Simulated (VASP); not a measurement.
A run of VASP 6.6.1:

The input INCAR:

```
SYSTEM = Na
  PREC = Accurate
  ENCUT = 520
  EDIFF = 1E-6
  ISMEAR = -1
  SIGMA = 0.05
  LREAL = .FALSE.
  LASPH = .TRUE.
  NELM = 60
  ALGO = Normal
  ISIF = 2
  LWAVE = .FALSE.
  LCHARG = .FALSE.
  GGA = PS
  NBANDS = 14
```

KPOINTS

```
regular mesh
0
G
  11 11 11
  0 0 0
```

File POSCAR:

```
Na
1.0
    0.0000000000      2.5243227448      2.5243227448
    2.5243227448      0.0000000000      2.5243227448
    2.5243227448      2.5243227448      0.0000000000
Na
2
Direct
    0.0000000000      0.0000000000      0.0000000000
    0.2500000000      0.2500000000      0.2500000000
```

Potentials or basis: VASP PAW PBE potentials, release 64 (Na_pv).

Run with:

```sh
$ cat potpaw_PBE.64/Na_pv/POTCAR > POTCAR
$ mpirun -np 1 vasp_std > vasp.out
```

Hardware: 1 thread of Intel(R) Xeon(R) Platinum 8488C (Sapphire Rapids), on a shared host.

Question: Estimate the wall time of this run.

Answer: It took 15 s on 1 thread of Intel(R) Xeon(R) Platinum 8488C (Sapphire Rapids), with other jobs on the host, peak memory 0.15 GiB. Counts: scf iterations 11, k points 56.
